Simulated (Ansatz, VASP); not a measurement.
Two plane-wave programs on BaIn3P3

```
CELL_PARAMETERS angstrom
6.03615 0.00000 0.00000
0.00000 6.03615 0.00000
0.00000 0.00000 6.03615
ATOMIC_POSITIONS crystal
Ba 0.50000 0.50000 0.50000
In 0.50000 0.50000 0.00000
In 0.00000 0.50000 0.50000
In 0.50000 0.00000 0.50000
P 0.50000 0.00000 0.00000
P 0.00000 0.50000 0.00000
P 0.00000 0.00000 0.50000
```

Change from the starting cell: species swapped into the La3GaBr3 type (Pm-3m, No. 221).

Alike in both runs: functional PBE; k mesh 4 × 4 × 4; occupations gaussian, width 0.1 eV; no spin polarisation.

Ansatz relaxed the structure, and its values are those at the end. VASP's run is a single point on that final structure, the one shown.

|  | VASP | Ansatz |
| --- | --- | --- |
| version | VASP 6.6.1 | Ansatz 0.2.0 |
| potentials or method | VASP PAW PBE potentials, release 64 (Ba_sv, In_d, P), cutoff 520 eV | scalar-relativistic, plane waves, PAW |
| valence electrons in the cell | 64 | 64 |

```tsv
	VASP	Ansatz	Ansatz less VASP
gap on the k mesh at the Fermi level (eV)	none	none	-
pressure (GPa)	0.2	0.0	-0.17
```

A gap of «none» marks a metal or a gap that the smearing closes. The functional is the same, so the differences come from potentials, cutoffs and numerics.

Spin-orbit coupling is off throughout.
